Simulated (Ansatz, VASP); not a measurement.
**Two plane-wave programs on Ru**

```xyz
3
Lattice="2.7029 0.0000 0.0000 -1.3514 2.3408 0.0000 0.0000 0.0000 20.2644" Properties=species:S:1:pos:R:3 pbc="T T T"
Ru    0.0000    0.0000    8.0785
Ru    0.0000    1.5605   10.1322
Ru    0.0000    0.0000   12.1859
```

Alike in both runs: functional r2SCAN; k mesh 15 × 15 × 1; occupations fermi-dirac, width 0.05 eV; no spin polarisation.

Ansatz relaxed the structure, and its values are those at the end. VASP's run is a single point on that final structure, the one shown.

```csv
,VASP,Ansatz
version,VASP 6.6.1,Ansatz 0.2.0
potentials or method,"VASP PAW PBE potentials, release 64 (Ru_pv)","PAW with Ansatz's default frozen-core files, scalar-relativistic"
plane-wave cutoff (eV),520,500
valence electrons in the cell,42,48
```

VASP gave:

| Property | Result |
| --- | --- |
| rms of the force components (eV/Å) | 0.045 |

Question: What did Ansatz give for the same quantities?

Answer: rms of the force components (eV/Å): 0.000.

VASP's potentials were made for PBE, not for r2SCAN. VASP's potentials hold 42 valence electrons a cell and Ansatz's 48, so a difference there can come from the potentials and not from the codes. Ansatz's warnings: stress scf threshold loose, xc potential rough in thin density.
